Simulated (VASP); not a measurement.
## AgI (zincblende type): single point with PBEsol

Crystal: AgI (zincblende type).

```
Ag I
1.0
     0.00000    2.86446    2.86446
     2.86446    0.00000    2.86446
     2.86446    2.86446    0.00000
Ag I
1 1
Direct
  0.00000 0.00000 0.00000
  0.25000 0.25000 0.25000
```

This cell differs from its parent crystal: volume scaled by 0.7.

```
Program             : VASP 6.6.1
Task                : single point
Functional          : PBEsol
Potentials or basis : VASP PAW PBE potentials, release 64 (Ag, I)
Cutoff              : 500 eV
k mesh              : 12 × 12 × 12
Occupations         : fermi-dirac, width 0.05 eV
Spin                : no spin polarisation
```

```yaml
Pressure: 31.4 GPa
Band_gap_on_the_k_mesh: 1.23 eV, direct
```

Levels at points of the mesh, in eV from the valence-band top:
```
           k point  band 7  band 8  band 9  band 10  band 11  band 12
(0.00, 0.00, 0.00)    0.00    0.00    0.00     1.23     4.79     4.79
(0.50, 0.00, 0.00)   -5.11   -1.48   -1.48     2.28     5.49     5.49
(0.50, 0.50, 0.00)   -4.59   -3.52   -3.52     2.32     3.12    10.16
```

It took 24 s on 1 thread of Intel(R) Xeon(R) 6975P-C (Granite Rapids), on a shared host, peak memory 0.2 GiB.

Caveat: the PAW data sets were made with another functional, which shifts forces and pressure a little; spin-orbit coupling is left out, which moves the levels of the heavy elements. A k mesh can miss the band edges.
